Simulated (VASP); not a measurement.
Input of a VASP 6.6.1 run:

File INCAR:

```
ALGO = Normal
EDIFF = 1E-6
ENCUT = 520
GGA = PE
ISIF = 2
ISMEAR = 0
LASPH = True
LCHARG = False
LREAL = False
LWAVE = False
NBANDS = 37
NELM = 80
PREC = Accurate
SIGMA = 0.1
```

Contents of KPOINTS:

```
k-points
0
Gamma
  6 6 6
```

File POSCAR:

```
In3SbTe2
1.0
    6.0680819224      0.0000000000      0.0000000000
   -3.0340409612      5.2551130970      0.0000000000
    0.0000000000      0.0000000000      6.0624541419
In Sb Te
3 1 2
Direct
    0.5000000000      0.0000000000      0.8386342058
    0.0000000000      0.5000000000      0.8386342058
    0.5000000000      0.5000000000      0.8386342058
    0.0000000000      0.0000000000      0.2335630415
    0.3333333333      0.6666666667      0.3080698805
    0.6666666667      0.3333333333      0.3080698805
```

Potentials or basis: VASP PAW PBE potentials, release 64 (In_d, Sb, Te).

The run is started by

```console
$ cat potpaw_PBE.64/In_d/POTCAR potpaw_PBE.64/Sb/POTCAR potpaw_PBE.64/Te/POTCAR > POTCAR
$ mpirun -np 1 vasp_std > vasp.out
```

(1) Predict the pressure.

(2) Estimate the band gap on the k mesh.

Results:

(1) 0.0 GPa.

(2) zero (bands 28 and 29 overlap by 1.00 eV).

Caveat: spin-orbit coupling is left out, which moves the levels of the heavy elements.
